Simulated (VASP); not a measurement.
Cd16S16O (a cell with a defect), 33 atoms in the cell. The cell holds a defect, 33 atoms: a = 8.328 Å, b = 8.328 Å, c = 13.535 Å, α = 90.00°, β = 90.00°, γ = 120.00°. 

- Program: VASP 6.6.1
- Task: single point
- Functional: PBE
- Potentials or basis: VASP PAW PBE potentials, release 64 (Cd, S, O)
- Cutoff: 520 eV
- k mesh: 1 × 1 × 1, shifted
- Occupations: fermi-dirac, width 0.01 eV
- Spin: no spin polarisation
- Dipole correction: no
- Further INCAR settings: LREAL = Auto; ALGO = Normal; EDIFF = 1e-06; NBANDS = 169; ISYM = -1

Potentials or basis: VASP PAW PBE potentials, release 64 (Cd, S, O).

Command:

```sh
$ cat potpaw_PBE.64/Cd/POTCAR potpaw_PBE.64/S/POTCAR potpaw_PBE.64/O/POTCAR > POTCAR
$ mpirun -np 1 vasp_std > vasp.out
```

Hardware: 1 thread of AMD EPYC 9R45 96-Core Processor (Zen 5), on a shared host.

Task: How long does it take, and how much memory?

Result: It took 4 min on 1 thread of AMD EPYC 9R45 96-Core Processor (Zen 5) (shared host), peak memory 0.86 GiB. Counts: scf iterations 18, k points 1.
